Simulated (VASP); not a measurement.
# BaTiO3 (R3m) in VASP: settings compared

Aim: see how the results for BaTiO3 move with the level of theory and the settings. Levels: PBE, PBE0. Tasks: single point.

Everything below comes from runs of VASP 6.6.1. Logs are shortened: lines on timing, memory, paths and dates and some standing lists are left out, and cuts for length are marked.

**1. The cell of the first run**

Symmetry: R3m, No. 160, trigonal system. Conventional cell: a = 5.680 Å, b = 5.680 Å, c = 6.994 Å, α = 90.00°, β = 90.00°, γ = 120.00°. Ba (site symmetry 3m) has 12 O at 2.78 to 2.93 Å and 8 Ti at 3.40 to 3.59 Å within 3.7 Å. Within 2.5 Å of Ti (site symmetry 3m) lie 6 O at 1.87 to 2.16 Å. O (site symmetry m) has 2 Ti at 1.87 to 2.16 Å within 2.5 Å.

**2. Single point, PBE, non-collinear spin, zero start, spin-orbit coupling**

Input file INCAR:

```
SYSTEM = BaTiO3
PREC = Accurate
ENCUT = 520
EDIFF = 1E-6
ISMEAR = 0
SIGMA = 0.01
LREAL = .FALSE.
LASPH = .TRUE.
NELM = 150
ALGO = Normal
ISIF = 2
LWAVE = .FALSE.
LCHARG = .FALSE.
LNONCOLLINEAR = .TRUE.
MAGMOM = 0 0 0 0 0 0 0 0 0 0 0 0 0 0 0
LORBIT = 11
LSORBIT = .TRUE.
GGA_COMPAT = .FALSE.
LORBMOM = .TRUE.
LMAXMIX = 4
GGA = PE
NBANDS = 55
```

Input file KPOINTS:

```
Automatic mesh
0
G
  6 6 6
  0 0 0
```

Input file POSCAR:

```
BaTiO3
1.0
    2.8399483166      1.6396449251      2.3312785423
   -2.8399483166      1.6396449251      2.3312785423
    0.0000000000     -3.2792898502      2.3312785423
Ba Ti O
1 1 3
Direct
    0.0012626313      0.0012626313      0.0012626313
    0.5147192493      0.5147192493      0.5147192493
    0.4882359353      0.9786472489      0.4882359353
    0.4882359353      0.4882359353      0.9786472489
    0.9786472489      0.4882359353      0.4882359353
```

Potentials or basis: VASP PAW PBE potentials, release 64 (Ba_sv, Ti_sv, O).

Run with:

```console
cat potpaw_PBE.64/Ba_sv/POTCAR potpaw_PBE.64/Ti_sv/POTCAR potpaw_PBE.64/O/POTCAR > POTCAR
mpirun -np 1 vasp_ncl > vasp.out
```

OUTCAR:

```text
SYSTEM = BaTiO3
   PREC = Accurate
   ENCUT = 520
   EDIFF = 1E-6
   ISMEAR = 0
   LREAL = .FALSE.
   LASPH = .TRUE.
   NELM = 150
   ISIF = 2
   LNONCOLLINEAR = .TRUE.
   LORBIT = 11
   LSORBIT = .TRUE.
   GGA = PE

 ion  position               nearest neighbor table
   1  0.001  0.001  0.001-   3 2.78   5 2.78   4 2.78   4 2.84   4 2.84   3 2.84   5 2.84   3 2.84
                             5 2.84   5 2.93   3 2.93   4 2.93   2 3.40   2 3.45   2 3.45   2 3.45
   2  0.515  0.515  0.515-   3 1.87   5 1.87   4 1.87   3 2.16   5 2.16   4 2.16   1 3.40   1 3.45
                             1 3.45   1 3.45   1 3.51   1 3.51   1 3.51   1 3.59
   3  0.488  0.979  0.488-   2 1.87   2 2.16   1 2.78   1 2.84   1 2.84   1 2.93
   4  0.488  0.488  0.979-   2 1.87   2 2.16   1 2.78   1 2.84   1 2.84   1 2.93
   5  0.979  0.488  0.488-   2 1.87   2 2.16   1 2.78   1 2.84   1 2.84   1 2.93

  LATTYP: Found a trigonal (rhomboedric) cell.
 ALAT       =     4.0235061281
 COS(alpha) =     0.0035820686

  Lattice vectors:

 A1 = (   2.8399483166,   1.6396449251,   2.3312785423)
 A2 = (  -2.8399483166,   1.6396449251,   2.3312785423)
 A3 = (   0.0000000000,  -3.2792898502,   2.3312785423)

Analysis of symmetry for initial positions (statically):
=====================================================================
 Subroutine PRICEL returns:
 Original cell was already a primitive cell.

 Routine SETGRP: Setting up the symmetry group for a
 trigonal (rhombohedral) supercell.

 Subroutine GETGRP returns: Found  6 space group operations
 (whereof  6 operations were pure point group operations)
 out of a pool of 12 trial point group operations.

The static configuration has the point symmetry C_3v.

Analysis of symmetry for dynamics (positions and initial velocities):
=====================================================================
 Subroutine PRICEL returns:
 Original cell was already a primitive cell.

 Routine SETGRP: Setting up the symmetry group for a
 trigonal (rhombohedral) supercell.

 Subroutine GETGRP returns: Found  6 space group operations
 (whereof  6 operations were pure point group operations)
 out of a pool of 12 trial point group operations.

The dynamic configuration has the point symmetry C_3v.

Analysis of structural, dynamic, and magnetic symmetry:
=====================================================================
 Subroutine PRICEL returns:
 Original cell was already a primitive cell.

 Routine SETGRP: Setting up the symmetry group for a
 trigonal (rhombohedral) supercell.

 Subroutine GETGRP returns: Found  6 space group operations
 (whereof  6 operations were pure point group operations)
 out of a pool of 12 trial point group operations.

[... 1525 lines left out ...]

 orbital moment (x)

 # of ion     p       d       tot
 ----------------------------------------
  1        -0.000  -0.000  -0.000
  2        -0.000  -0.000  -0.000
  3        -0.000   0.000  -0.000
  4         0.000   0.000   0.000
  5        -0.000   0.000  -0.000
 ----------------------------------------
           -0.000  -0.000  -0.000

 orbital moment (y)

 # of ion     p       d       tot
 ----------------------------------------
  1        -0.000  -0.000  -0.000
  2         0.000   0.000   0.000
  3        -0.000   0.000  -0.000
  4         0.000   0.000   0.000
  5         0.000   0.000   0.000
 ----------------------------------------
            0.000   0.000   0.000

 orbital moment (z)

 # of ion     p       d       tot
 ----------------------------------------
  1         0.000   0.000   0.000
  2         0.000   0.000   0.000
  3         0.000   0.000   0.000
  4         0.000   0.000   0.000
  5         0.000   0.000   0.000
 ----------------------------------------
            0.000   0.000   0.000

 Spin-Orbit-Coupling matrix elements

 Ion:    1  E_soc:     -0.3837984
 l=   1
     0.0000000    -0.0638213    -0.0638077
    -0.0638213     0.0000000    -0.0638213
    -0.0638077    -0.0638213     0.0000000
 l=   2
     0.0000000    -0.0000293     0.0000000    -0.0000293    -0.0001243
    -0.0000293     0.0000000    -0.0000903    -0.0000271    -0.0000293
     0.0000000    -0.0000903     0.0000000    -0.0000903     0.0000000
    -0.0000293    -0.0000271    -0.0000903     0.0000000    -0.0000293
    -0.0001243    -0.0000293     0.0000000    -0.0000293     0.0000000
 l=   3
     0.0000000     0.0000000     0.0000000     0.0000000     0.0000000     0.0000000     0.0000000
     0.0000000     0.0000000     0.0000000     0.0000000     0.0000000     0.0000000     0.0000000
     0.0000000     0.0000000     0.0000000     0.0000000     0.0000000     0.0000000     0.0000000
     0.0000000     0.0000000     0.0000000     0.0000000     0.0000000     0.0000000     0.0000000
[... 69 lines left out ...]
 l=   2
     0.0000000     0.0000000     0.0000000     0.0000000     0.0000000
     0.0000000     0.0000000     0.0000000     0.0000000     0.0000000
     0.0000000     0.0000000     0.0000000     0.0000000     0.0000000
     0.0000000     0.0000000     0.0000000     0.0000000     0.0000000
     0.0000000     0.0000000     0.0000000     0.0000000     0.0000000
 l=   3
     0.0000000     0.0000000     0.0000000     0.0000000     0.0000000     0.0000000     0.0000000
     0.0000000     0.0000000     0.0000000     0.0000000     0.0000000     0.0000000     0.0000000
     0.0000000     0.0000000     0.0000000     0.0000000     0.0000000     0.0000000     0.0000000
     0.0000000     0.0000000     0.0000000     0.0000000     0.0000000     0.0000000     0.0000000
     0.0000000     0.0000000     0.0000000     0.0000000     0.0000000     0.0000000     0.0000000
     0.0000000     0.0000000     0.0000000     0.0000000     0.0000000     0.0000000     0.0000000
     0.0000000     0.0000000     0.0000000     0.0000000     0.0000000     0.0000000     0.0000000

 total charge

# of ion       s       p       d       tot
------------------------------------------
    1        2.007   5.649   0.321   7.977
    2        2.223   6.273   1.793  10.289
    3        1.566   3.468   0.000   5.034
    4        1.566   3.468   0.000   5.034
    5        1.566   3.468   0.000   5.034
--------------------------------------------------
tot          8.927  22.327   2.115  33.369

 magnetization (x)

# of ion       s       p       d       tot
------------------------------------------
    1        0.000  -0.000   0.000  -0.000
    2        0.000   0.000  -0.000  -0.000
    3        0.000  -0.000   0.000  -0.000
    4       -0.000   0.000   0.000   0.000
    5        0.000  -0.000   0.000  -0.000
--------------------------------------------------
tot          0.000  -0.000  -0.000  -0.000

 magnetization (y)

# of ion       s       p       d       tot
------------------------------------------
    1        0.000   0.000  -0.000  -0.000
    2        0.000   0.000   0.000   0.000
    3        0.000  -0.000   0.000  -0.000
    4        0.000   0.000   0.000   0.000
    5       -0.000   0.000   0.000   0.000
--------------------------------------------------
tot          0.000   0.000  -0.000   0.000

 magnetization (z)

# of ion       s       p       d       tot
------------------------------------------
    1        0.000   0.000   0.000   0.000
    2        0.000   0.000   0.000   0.000
    3       -0.000  -0.000   0.000  -0.000
    4        0.000   0.000   0.000   0.000
    5        0.000   0.000   0.000   0.000
--------------------------------------------------
tot         -0.000   0.000   0.000  -0.000
```

stdout:

```text
POSCAR found type information on POSCAR BaTiO
 POSCAR found :  3 types and       5 ions
 scaLAPACK will be used
 LDA part: xc-table for (Slater+PW92), standard interpolation
 POSCAR, INCAR and KPOINTS ok, starting setup
 FFT: planning ... GRIDC
 FFT: planning ... GRID_SOFT
 FFT: planning ... GRID
 WAVECAR not read
 entering main loop
```

Run time: 3.5 min. Hardware: 1 thread of Intel Xeon 6975P-C (Granite Rapids), shared host; peak memory 0.47 GiB.

Results:

```yaml
Free_energy: -40.2199 eV
Pressure: 4.9 GPa
Largest_force: 0.131 eV/Å
Net_moment: 0.00 μB per cell
Valence_electrons_inside_the_program's_atomic_spheres: Ba 7.98; Ti 10.29; O 5.03
```

Forces in eV/Å, atoms in the order of the input:
```
Ba   0.000  0.000 -0.019
Ti   0.000  0.000 -0.131
O   -0.104  0.060  0.050
O    0.000 -0.120  0.050
O    0.104  0.060  0.050
```

Stress tensor (GPa, compression positive):
```
4.98 0.00 0.00
0.00 4.98 0.00
0.00 0.00 4.77
```

Moments on the atoms (μB; x, y, z):
```
Ba  0.00 0.00 0.00
Ti  0.00 0.00 0.00
O   0.00 0.00 0.00
O   0.00 0.00 0.00
O   0.00 0.00 0.00
```

**3. Single point, PBE0**

POSCAR is that of step 2.

Input file INCAR.step1:

```
SYSTEM = BaTiO3
PREC = Accurate
ENCUT = 520
EDIFF = 1E-5
ISMEAR = 0
SIGMA = 0.01
LREAL = .FALSE.
LASPH = .TRUE.
NELM = 80
ALGO = Normal
ISIF = 2
LWAVE = .TRUE.
LCHARG = .FALSE.
NBANDS = 28
GGA = PE
```

Input file INCAR.step2:

```
SYSTEM = BaTiO3
PREC = Accurate
ENCUT = 520
EDIFF = 1E-6
ISMEAR = 0
SIGMA = 0.01
LREAL = .FALSE.
LASPH = .TRUE.
NELM = 80
ALGO = Normal
ISIF = 2
LWAVE = .FALSE.
LCHARG = .FALSE.
GGA = PE
LHFCALC = .TRUE.
AEXX = 0.25
PRECFOCK = Fast
NBANDS = 28
ISTART = 1
```

Input file KPOINTS:

```
Automatic mesh
0
G
  4 4 4
  0 0 0
```

Potentials or basis: VASP PAW PBE potentials, release 64 (Ba_sv, Ti_sv, O).

Run with:

```console
cat potpaw_PBE.64/Ba_sv/POTCAR potpaw_PBE.64/Ti_sv/POTCAR potpaw_PBE.64/O/POTCAR > POTCAR
cp INCAR.step1 INCAR
mpirun -np 1 vasp_std > vasp.out
cp INCAR.step2 INCAR
mpirun -np 1 vasp_std > vasp.out
```

Wall time 22 min (1 thread of AMD EPYC 7R13 (Zen 3), shared host); peak memory 0.16 GiB.

It converged, with:

- Free energy: -51.2267 eV
- Pressure: -0.6 GPa
- Largest force: 0.199 eV/Å
- Band gap on the k mesh: 4.68 eV, indirect (least direct gap 5.13 eV)

Forces in eV/Å, atoms in the order of the input:
```
Ba   0.000  0.000 -0.015
Ti   0.000  0.000  0.199
O    0.112 -0.065 -0.061
O    0.000  0.129 -0.061
O   -0.112 -0.065 -0.061
```

Stress tensor (GPa, compression positive):
```
-0.73  0.00  0.00
 0.00 -0.73  0.00
 0.00  0.00 -0.45
```

Levels at points of the mesh, in eV from the valence-band top:
```csv
k point,band 16,band 17,band 18,band 19,band 20,band 21,band 22,band 23,band 24,band 25
"(0.00, 0.00, 0.00)",-1.42,-1.12,-0.57,-0.45,-0.45,4.68,4.68,4.84,6.71,6.71
"(0.50, 0.00, 0.00)",-2.19,-1.77,-1.68,-1.05,-0.92,4.87,6.17,6.30,6.67,8.45
"(0.50, 0.50, 0.00)",-2.85,-1.80,-0.96,-0.90,-0.09,6.27,6.27,6.67,7.27,10.24
"(0.50, 0.50, 0.50)",-2.53,-2.48,-0.02,-0.02,0.00,6.77,6.97,6.97,8.92,8.92
```

Caveat: the PAW data sets were made with another functional, which shifts forces and pressure a little; spin-orbit coupling is left out, which moves the levels of the heavy elements. A k mesh can miss the band edges.
